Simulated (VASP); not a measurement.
# Al (P-1) in VASP: notebook

The runs below take Al through single point, with PBEsol.

All numbers are computed with VASP 6.6.1; they aren't measurements. Logs are shortened: lines on timing, memory, paths and dates and some standing lists are left out, and cuts for length are marked.

## 1. The cell of the first run

The typed cell holds 4 atoms: a = 2.782 Å, b = 2.782 Å, c = 9.125 Å, α = 84.75°, β = 91.75°, γ = 109.47°.

## 2. Single point, PBEsol (the part above a cut slid along it)

The input, INCAR:

```
ALGO     = Fast           # electronic algorithm
EDIFF    = 1E-6           # SCF threshold, eV
ENCUT    = 520            # plane-wave cutoff, eV
GGA      = PS             # functional
ISIF     = 2              # what is computed and relaxed
ISMEAR   = 0              # smearing method
LASPH    = T              # aspherical terms in the spheres
LCHARG   = F              # write CHGCAR
LREAL    = F              # projectors in reciprocal space
LWAVE    = F              # write WAVECAR
NBANDS   = 14             # bands
NELM     = 60             # most SCF steps
PREC     = Accurate       # precision mode
SIGMA    = 0.15           # smearing width, eV
```

The input, KPOINTS:

```
k-points
0
Gamma
  16 16 5
```

The input, POSCAR:

```
Al
1.0
   -1.6063180831      1.6063180831     -1.6063180831
   -1.6063180831     -1.6063180831      1.6063180831
   -0.4818954249      5.9433769077      6.9071677575
Al
4
Direct
    0.0000000000     -0.2625000000      0.8750000000
    0.5000000000      0.4625000000      0.1250000000
    0.0000000000     -0.1125000000      0.3750000000
    0.5000000000      0.3125000000      0.6250000000
```

Potentials or basis: VASP PAW PBE potentials, release 64 (Al).

Started as:

```console
$ cat potpaw_PBE.64/Al/POTCAR > POTCAR
$ mpirun -np 1 vasp_std > vasp.out
```

OUTCAR:

```text
EDIFF = 1E-6
   ENCUT = 520
   GGA = PS
   ISIF = 2
   ISMEAR = 0
   LASPH = T
   LREAL = F
   NELM = 60
   PREC = Accurate

 ion  position               nearest neighbor table
   1  0.000  0.737  0.875-   2 2.62   4 2.78   4 2.78   2 2.81   2 3.16   4 3.21   4 3.21
   2  0.500  0.462  0.125-   1 2.62   3 2.78   3 2.78   1 2.81   1 3.16   3 3.21   3 3.21
   3  0.000  0.888  0.375-   4 2.78   2 2.78   2 2.78   4 2.78   4 3.21   2 3.21   2 3.21   4 3.21

   4  0.500  0.312  0.625-   1 2.78   3 2.78   3 2.78   1 2.78   3 3.21   1 3.21   3 3.21   1 3.21

  LATTYP: Found a triclinic cell.
 ALAT       =     2.7822245330
 B/A-ratio  =     1.0000000000
 C/A-ratio  =     3.3995097687
 COS(alpha) =     0.0098053354
 COS(beta)  =     0.2647440547
 COS(gamma) =     0.3333333333

  Lattice vectors:

 A1 = (   1.6063180831,  -1.6063180831,   1.6063180831)
 A2 = (  -1.6063180831,  -1.6063180831,   1.6063180831)
 A3 = (   2.0882135080,  -7.5496949908,  -5.3008496744)

Analysis of symmetry for initial positions (statically):
=====================================================================
 Subroutine PRICEL returns:
 Original cell was already a primitive cell.

 Routine SETGRP: Setting up the symmetry group for a
 triclinic supercell.

 Subroutine GETGRP returns: Found  2 space group operations
 (whereof  1 operations were pure point group operations)
 out of a pool of  2 trial point group operations.

The static configuration has the point symmetry C_1 .
 The point group associated with its full space group is S_2 .

Analysis of symmetry for dynamics (positions and initial velocities):
=====================================================================
 Subroutine PRICEL returns:
 Original cell was already a primitive cell.

 Routine SETGRP: Setting up the symmetry group for a
 triclinic supercell.

 Subroutine GETGRP returns: Found  2 space group operations
 (whereof  1 operations were pure point group operations)
 out of a pool of  2 trial point group operations.

The dynamic configuration has the point symmetry C_1 .
 The point group associated with its full space group is S_2 .

 Subroutine INISYM returns: Found  2 space group operations
 (whereof  1 operations are pure point group operations),
 and found     1 'primitive' translations

----------------------------------------------------------------------------------------

                                     Primitive cell

  volume of cell :      66.3154

  direct lattice vectors                    reciprocal lattice vectors
    -1.606318083  1.606318083 -1.606318083    -0.311270853  0.155635427 -0.155635427
    -1.606318083 -1.606318083  1.606318083    -0.311270853 -0.178980741  0.132290113
    -0.481895425  5.943376908  6.907167757     0.000000000  0.077817713  0.077817713

  length of vectors
     2.782224533  2.782224533  9.124961298     0.381227381  0.382654313  0.110050865

  position of ions in fractional coordinates (direct lattice)
     0.000000000  0.737500000  0.875000000
     0.500000000  0.462500000  0.125000000
     0.000000000  0.887500000  0.375000000
     0.500000000  0.312500000  0.625000000

  ion indices of the primitive-cell ions
   primitive index   ion index
                 1           1
                 2           2
                 3           3
                 4           4

----------------------------------------------------------------------------------------

 KPOINTS: k-points

Automatic generation of k-mesh.
 Grid dimensions read from file:
 generate k-points for:   16   16    5

 Generating k-lattice:

  Cartesian coordinates                     Fractional coordinates (reciprocal lattice)
    -0.019454428  0.009727214 -0.009727214     0.062500000  0.000000000  0.000000000
    -0.019454428 -0.011186296  0.008268132    -0.000000000  0.062500000 -0.000000000
     0.000000000  0.015563543  0.015563543     0.000000000  0.000000000  0.200000000

  Length of vectors
     0.023826711  0.023915895  0.022010173

  Shift w.r.t. Gamma in fractional coordinates (k-lattice)
     0.000000000  0.000000000  0.000000000

 Subroutine IBZKPT returns following result:
 ===========================================

 Found    642 irreducible k-points:

 Following reciprocal coordinates:
            Coordinates               Weight
  0.000000  0.000000  0.000000      1.000000
  0.062500  0.000000  0.000000      2.000000
  0.125000  0.000000  0.000000      2.000000
  0.187500  0.000000  0.000000      2.000000
  0.250000  0.000000  0.000000      2.000000
  0.312500  0.000000  0.000000      2.000000
[... 16 lines left out ...]
 -0.187500  0.062500  0.000000      2.000000
 -0.125000  0.062500 -0.000000      2.000000
 [... further k-points ...]
   k-points           NKPTS =    642   k-points in BZ     NKDIM =    642   number of bands    NBANDS=     14
   number of dos      NEDOS =    301   number of ions     NIONS =      4
   total plane-waves  NPLWV =  40320
   dimension x,y,z NGX =    24 NGY =   24 NGZ =   70
   dimension x,y,z NGXF=    48 NGYF=   48 NGZF=  140
   ions per type =               4
   NGX,Y,Z   is equivalent  to a cutoff of  14.34, 14.34, 12.75 a.u.
   NGXF,Y,Z  is equivalent  to a cutoff of  28.68, 28.68, 25.51 a.u.
 SYSTEM =  unknown system
   PREC   = accura    normal or accurate (medium, high low for compatibility)
   ISTART =      0    job   : 0-new  1-cont  2-samecut
   ICHARG =      2    charge: 1-file 2-atom 10-const
   ISPIN  =      1    spin polarized calculation?
   LNONCOLLINEAR =      F non collinear calculations
   LSORBIT =      F    spin-orbit coupling
   LASPH  =      T    aspherical Exc in radial PAW
   ENCUT  =  520.0 eV  38.22 Ry    6.18 a.u.   5.17  5.17 16.97*2*pi/ulx,y,z
   NELM   =     60;   NELMIN=  2; NELMDL= -5     # of ELM steps
   EDIFF  = 0.1E-05   stopping-criterion for ELM
   LREAL  =      F    real-space projection
   EDIFFG = 0.1E-04   stopping-criterion for IOM
   NSW    =      0    number of steps for IOM
   IBRION =     -1    ionic relax: 0-MD 1-quasi-New 2-CG
   NFREE  =      0    steps in history (QN), initial steepest desc. (CG)
   ISIF   =      2    stress and relaxation
   ISYM   =      2    0-nonsym 1-usesym 2-fastsym
   POTIM  = 0.5000    time-step for ionic-motion
   TEBEG  =    0.0;   TEEND  =   0.0 temperature during run
   PSTRESS=    0.0 pullay stress
   NELECT =      12.0000    total number of electrons
   NUPDOWN=      -1.0000    fix difference up-down
   EMIN   =  10.00;   EMAX   =-10.00  energy-range for DOS
   EFERMI =   0.00;   METHOD = LEGACY
   ISMEAR =     0;   SIGMA  =   0.15  broadening in eV -4-tet -1-fermi 0-gaus
   EFERMI_NEDOS =   21; number of points for ismear=-14 and -15
   IALGO  =     68    algorithm
   IMIX   =      4    mixing-type and parameters
     AMIX     =   0.40;   BMIX     =  1.00
     AMIX_MAG =   1.60;   BMIX_MAG =  1.00
  volume/ion in A,a.u.               =      16.58       111.88
  Fermi-wavevector in a.u.,A,eV,Ry     =   0.925970  1.749830 11.665920  0.857421
  Thomas-Fermi vector in A             =   2.051882
   LORBIT       =      0    0 simple, 1 ext, 2 COOP (PROOUT), +10 PAW based schemes
   GGA     = PS    functional components
   LHFCALC =     F    Hartree Fock is set to
   AEXX    =    0.0000 exact exchange contribution
   IVDW    =     0    specifies the selected vdW correction
   LEPSILON=     F    determine dielectric tensor
   LRPA    =     F    only Hartree local field effects (RPA)
 non-spin polarized calculation
 RMM-DIIS sequential band-by-band and
 Gauss-broadening in eV      SIGMA  =   0.15
  energy-cutoff  :      520.00
  volume of cell :       66.32
 maximum number of plane-waves:      1806
 NGX is ok and might be reduce to    24
   NGX = 11   NGY = 11   NGZ = 33

 number of electron      12.0000000 magnetization

 Free energy of the ion-electron system (eV)
  ---------------------------------------------------
  ext. energy  EPLUGINS =         0.00000000
  ---------------------------------------------------
  free energy    TOTEN  =       -15.96358152 eV

  energy without entropy =      -15.94384471  energy(sigma->0) =      -15.95371311

 E-fermi :   7.8642     XC(G=0): -10.2389

 val. band max:        7.8635712283   @ k =   0.3750   0.4375   0.2000
 cond. band min:       7.8643825324   @ k =   0.1875   0.2500   0.2000
 fundamental gap:      0.0008113041
 Fermi energy:         7.8642210177

 k-point     1 :       0.0000    0.0000    0.0000
  band No.  band energies     occupation
      1      -3.1989      2.00000
      2      -1.4189      2.00000
      3      -1.4152      2.00000
      4       3.5782      2.00000
      5       4.0471      2.00000
      6      12.1031      0.00000
      7      12.1782      0.00000
      8      16.1533      0.00000
      9      16.2393      0.00000
     10      17.1019      0.00000
     11      17.1399      0.00000
     12      17.6054      0.00000
     13      17.9983      0.00000
     14      18.3087      0.00000

 k-point     2 :       0.0625    0.0000    0.0000
  band No.  band energies     occupation
      1      -3.1149      2.00000
      2      -1.3359      2.00000
      3      -1.3323      2.00000
      4       3.6559      2.00000
      5       4.1293      2.00000
      6      12.1731      0.00000
      7      12.2486      0.00000
      8      14.5338      0.00000
      9      15.9662      0.00000
     10      16.0943      0.00000
     11      16.3289      0.00000
     12      16.9200      0.00000
     13      18.5267      0.00000
     14      18.5765      0.00000

 k-point     3 :       0.1250    0.0000    0.0000
  band No.  band energies     occupation
      1      -2.8631      2.00000
      2      -1.0872      2.00000
      3      -1.0838      2.00000
      4       3.8891      2.00000
      5       4.3746      2.00000
      6      12.3654      0.00000
      7      12.4440      0.00000
      8      12.4786      0.00000
      9      14.0407      0.00000
     10      14.0997      0.00000
     11      15.8931      0.00000
     12      16.4882      0.00000
     13      18.0241      0.00000
     14      18.3337      0.00000

 k-point     4 :       0.1875    0.0000    0.0000
  band No.  band energies     occupation
      1      -2.4444      2.00000
      2      -0.6737      2.00000
      3      -0.6705      2.00000
      4       4.2779      2.00000
      5       4.7791      2.00000
      6      10.4443      0.00000
      7      11.9453      0.00000
      8      11.9734      0.00000
      9      12.8223      0.00000
     10      12.9452      0.00000
     11      15.5147      0.00000
     12      16.0744      0.00000
     13      16.5570      0.00000
     14      16.8237      0.00000

 k-point     5 :       0.2500    0.0000    0.0000
  band No.  band energies     occupation
      1      -1.8603      2.00000
      2      -0.0969      2.00000
      3      -0.0940      2.00000
      4       4.8224      2.00000
      5       5.3292      2.00000
      6       8.5382      0.00000
      7      10.1020      0.00000
      8      10.1153      0.00000
      9      13.2605      0.00000
     10      13.3867      0.00000
     11      14.7103      0.00000
[... 276 lines left out ...]
 k-point    22 :      -0.2500    0.0625    0.0000
  band No.  band energies     occupation
      1      -1.9985      2.00000
      2      -0.2982      2.00000
      3      -0.1654      2.00000
      4       4.6626      2.00000
      5       5.2338      2.00000
      6       9.2199      0.00000
      7      10.7268      0.00000
      8      10.8438      0.00000
      9      12.9954      0.00000
     10      13.3757      0.00000
     11      15.3640      0.00000
     12      15.7198      0.00000
     13      16.7237      0.00000
     14      17.3503      0.00000

 k-point    23 :      -0.1875    0.0625    0.0000
  band No.  band energies     occupation
      1      -2.5274      2.00000
      2      -0.8204      2.00000
      3      -0.6876      2.00000
      4       4.1694      2.00000
      5       4.7310      2.00000
      6      11.1547      0.00000
      7      12.3226      0.00000
      8      12.6275      0.00000
      9      12.8880      0.00000
     10      13.0744      0.00000
     11      17.1446      0.00000
     12      17.2911      0.00000
     13      17.6807      0.00000
     14      17.7854      0.00000

 k-point    24 :      -0.1250    0.0625   -0.0000
  band No.  band energies     occupation
      1      -2.8904      2.00000
      2      -1.1789      2.00000
      3      -1.0460      2.00000
      4       3.8316      2.00000
      5       4.3801      2.00000
      6      12.1927      0.00000
      7      12.5795      0.00000
      8      13.1432      0.00000
      9      14.6336      0.00000
     10      14.7415      0.00000
     11      17.1591      0.00000
     12      17.7471      0.00000
     13      18.2040      0.00000
     14      18.5201      0.00000

 [... further k-points ...]

------------------------ aborting loop because EDIFF is reached ----------------------------------------

  FORCE on cell =-STRESS in cart. coord.  units (eV):
  Direction    XX          YY          ZZ          XY          YZ          ZX
  --------------------------------------------------------------------------------------
  -------------------------------------------------------------------------------------
  Total       -0.2380785      0.2250078      0.8345937      0.2330843      0.0920376      0.4051776
  in kB       -5.7519640      5.4361758     20.1637396      5.6313043      2.2236226      9.7890691
  external PRESSURE =       6.6159838 kB  Pullay stress =       0.0000000 kB

 VOLUME and BASIS-vectors are now :
 -----------------------------------------------------------------------------
  energy-cutoff  :      520.00
  volume of cell :       66.32
      direct lattice vectors                 reciprocal lattice vectors
    -1.606318083  1.606318083 -1.606318083    -0.311270853  0.155635427 -0.155635427
    -1.606318083 -1.606318083  1.606318083    -0.311270853 -0.178980741  0.132290113
    -0.481895425  5.943376908  6.907167757     0.000000000  0.077817713  0.077817713

 POSITION                                       TOTAL-FORCE (eV/Angst)
 -----------------------------------------------------------------------------------
     -1.60632      4.01580      7.22843        -0.255575     -0.107435     -0.285761
     -1.60632      0.80316      0.80316         0.255575      0.107435      0.285761
     -1.60632      0.80316      4.01580        -0.010399     -0.027422     -0.004254
     -1.60632      4.01580      4.01580         0.010399      0.027422      0.004254
 -----------------------------------------------------------------------------------
    total drift:                               -0.000000     -0.000000     -0.000000

  FREE ENERGIE OF THE ION-ELECTRON SYSTEM (eV)
  ---------------------------------------------------
  free  energy   TOTEN  =       -15.9635815154 eV

  energy  without entropy=      -15.9438447131  energy(sigma->0) =      -15.95371311
```

Wall time 11 min (1 thread of Oxide Virtual Turin-like, shared host); peak memory 0.5 GiB.

What came out:

```
Free energy            : -15.9636 eV
Pressure               : 0.7 GPa
Largest force          : 0.398 eV/Å
Band gap on the k mesh : zero (bands 6 and 7 overlap by 6.61 eV)
```

Forces on the atoms (eV/Å):
```
Al  -0.256 -0.107 -0.286
Al   0.256  0.107  0.286
Al  -0.010 -0.027 -0.004
Al   0.010  0.027  0.004
```

Caveat: the cell differs from its parent crystal (the part above a cut slid along it); the PAW data sets were made with another functional, which shifts forces and pressure a little.

## 3. Single point, PBEsol (the part above a cut slid along it)

The input, INCAR:

```
SYSTEM = Al
PREC = Accurate
ENCUT = 520
EDIFF = 1E-6
ISMEAR = 0
SIGMA = 0.15
LREAL = .False.
LASPH = .True.
NELM = 100
ALGO = Fast
ISIF = 2
LWAVE = .False.
LCHARG = .True.
GGA = PS
LELF = .True.
LVHAR = .True.
NBANDS = 14
```

The input, KPOINTS:

```
Automatic mesh
0
Gamma
  16 16 5
  0 0 0
```

The input, POSCAR:

```
Al
1.0
   -1.6063180831      1.6063180831     -1.6063180831
   -1.6063180831     -1.6063180831      1.6063180831
   -0.9637908499      6.1040087160      6.7465359492
Al
4
Direct
   -0.1750000000     -0.3500000000      0.8750000000
    0.4750000000      0.4500000000      0.1250000000
   -0.0750000000     -0.1500000000      0.3750000000
    0.3750000000      0.2500000000      0.6250000000
```

Potentials or basis: VASP PAW PBE potentials, release 64 (Al).

Started as:

```console
$ cat potpaw_PBE.64/Al/POTCAR > POTCAR
$ mpirun -np 1 vasp_std > vasp.out
```

Run time: 11 min. Hardware: 1 thread of Oxide Virtual Turin-like, shared host; peak memory 0.5 GiB.

The run converged. Its results:

```yaml
Free_energy: -15.7102 eV
Pressure: 2.5 GPa
Largest_force: 1.471 eV/Å
Band_gap_on_the_k_mesh: zero (bands 6 and 7 overlap by 6.53 eV)
```

Forces in eV/Å, atoms in the order of the input:
```
Al  -0.514 -0.629 -1.226
Al   0.514  0.629  1.226
Al  -0.022 -0.037 -0.034
Al   0.022  0.037  0.034
```

Stress tensor (GPa, compression positive):
```
-0.32  1.55  1.98
 1.55  1.65  2.66
 1.98  2.66  6.10
```

Levels at points of the mesh, in eV from the Fermi level:
```csv
k point,band 4,band 5,band 6,band 7,band 8,band 9
"(0.00, 0.00, 0.00)",-4.31,-3.80,4.10,4.34,8.40,8.51
"(0.50, 0.00, 0.00)",-4.29,-4.00,-3.35,0.13,0.47,1.65
"(0.00, 0.50, 0.00)",-4.67,-3.63,-2.95,-0.51,-0.01,2.29
"(0.50, 0.50, 0.00)",-2.68,-1.99,-1.88,1.12,2.14,2.56
```

Caveat: the cell differs from its parent crystal (the part above a cut slid along it); the stress differs along the axes, from -0 to 6 GPa; the PAW data sets were made with another functional, which shifts forces and pressure a little.

(Continued in part 2 of 2.)
